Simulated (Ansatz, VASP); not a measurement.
**Sb2Se3: VASP beside Ansatz**

```
Sb Se
1.0
    11.77000    0.00000    0.00000
     0.00000    3.96200    0.00000
     0.00000    0.00000   11.62000
Sb Se
8 12
Direct
  0.02557 0.25000 0.32835
  0.97443 0.75000 0.67165
  0.47443 0.75000 0.82835
  0.52557 0.25000 0.17165
  0.14878 0.75000 0.03905
  0.85122 0.25000 0.96095
  0.35122 0.25000 0.53905
  0.64878 0.75000 0.46095
  0.05538 0.25000 0.86894
  0.94462 0.75000 0.13106
  0.44462 0.75000 0.36894
  0.55538 0.25000 0.63106
  0.12890 0.75000 0.44750
  0.87110 0.25000 0.55250
  0.37110 0.25000 0.94750
  0.62890 0.75000 0.05250
  0.21516 0.25000 0.19575
  0.78484 0.75000 0.80425
  0.28484 0.75000 0.69575
  0.71516 0.25000 0.30425
```

Alike in both runs: functional PBE; k mesh 3 × 7 × 3; occupations fermi-dirac, width 0.02 eV; no spin polarisation.

Ansatz relaxed the structure, and its values are those at the end. VASP's run is a single point on that final structure, the one shown.

|  | VASP | Ansatz |
| --- | --- | --- |
| version | VASP 6.6.1 | Ansatz 0.2.0 |
| potentials or method | VASP PAW PBE potentials, release 64 (Sb, Se) | plane-wave PAW, scalar-relativistic |
| plane-wave cutoff (eV) | 500 | 420 |
| valence electrons in the cell | 112 | 312 |

|  | VASP | Ansatz | Ansatz less VASP |
| --- | --- | --- | --- |
| gap on the k mesh at the Fermi level (eV) | 0.92 | 0.94 | +0.018 |
| pressure (GPa) | 1.8 | 1.8 | -0.01 |
| rms of the force components (eV/Å) | 0.016 | 0.005 | -0.0111 |

VASP's potentials hold 112 valence electrons a cell and Ansatz's 312, so a difference there can come from the potentials and not from the codes. Ansatz's warnings: stress scf threshold loose.

Spin-orbit coupling is off throughout.
